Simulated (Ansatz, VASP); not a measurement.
# One calculation of TiB6, two programs

The input INCAR:

```
SYSTEM = TiB6
PREC = Accurate ; ENCUT = 600
EDIFF = 1E-7 ; ISMEAR = 0
SIGMA = 0.1 ; LREAL = .False.
LASPH = .True. ; NELM = 100
ALGO = Normal ; ISIF = 3
LWAVE = .False. ; LCHARG = .False.
GGA = PE ; IVDW = 12
IBRION = 2 ; NSW = 90
EDIFFG = -0.04
```

KPOINTS

```
regular mesh
0
Gamma
  6 6 4
  0 0 0
```

POSCAR

```
TiB6
1.0
    4.7017319800      0.0000000000      0.0000000000
   -2.3508659900      4.0718193400      0.0000000000
    0.0000000000      0.0000000000      3.9976724600
Ti B
1 6
Direct
    0.0000000000      0.0000000000      0.5000000000
    0.3333333300      0.3333333300      0.0000000000
    0.0000000000      0.6666666700      0.0000000000
    0.6666666700      0.0000000000      0.0000000000
    0.0000000000      0.3333333300      0.0000000000
    0.6666666700      0.6666666700      0.0000000000
    0.3333333300      0.0000000000      0.0000000000
```

Input for Ansatz:

```yaml
crystal:
  lattice:
    - [4.70173198, 0.0, 0.0]
    - [-2.35086599, 4.07181934, 0.0]
    - [0.0, 0.0, 3.99767246]
  atoms:
    - { symbol: Ti, position: [0.0, 0.0, 0.5] }
    - { symbol: B, position: [0.33333333, 0.33333333, 0.0] }
    - { symbol: B, position: [0.0, 0.66666667, 0.0] }
    - { symbol: B, position: [0.66666667, 0.0, 0.0] }
    - { symbol: B, position: [0.0, 0.33333333, 0.0] }
    - { symbol: B, position: [0.66666667, 0.66666667, 0.0] }
    - { symbol: B, position: [0.33333333, 0.0, 0.0] }
basis:
  ecutwfc: 420
kpoints:
  mp_grid: { grid: [6, 6, 4] }
hamiltonian:
  xc: pbe
  dispersion: d3bj
scf:
  occupations: { method: gaussian, width: 0.1 }
  lower_state_search: "off"
output:
  forces: true
  stress: true
  eigenvalues: true
relax:
  adjacent_minimum: "off"
  f_tol: 0.04
  max_steps: 70
  cell: { stress_tol: 0.4 }
```

Alike in both runs: task relaxation of cell and atoms; functional PBE; dispersion D3(BJ); k mesh 6 × 6 × 4; occupations gaussian, width 0.1 eV; no spin polarisation.

```csv
,VASP,Ansatz
version,VASP 6.6.1,Ansatz 0.2.0
potentials or method,"VASP PAW PBE potentials, release 64 (Ti_sv, B), cutoff 600 eV","scalar-relativistic, plane waves, PAW"
valence electrons in the cell,30,30
```

```tsv
	VASP	Ansatz	Ansatz less VASP
gap on the k mesh at the Fermi level, each at its own relaxed structure (eV)	none	none	-
relaxed volume (Å³/atom)	9.18	9.16	-0.019
relaxed cell length with the largest relative difference (Å)	2.574	2.570	-0.0031
```

A gap of «none» marks a metal or a gap that the smearing closes.

The k mesh is coarse, so the values compare programs but aren't converged. Noted on VASP's run: the volume moved by over 15 % at a fixed basis, so the end points are rough.
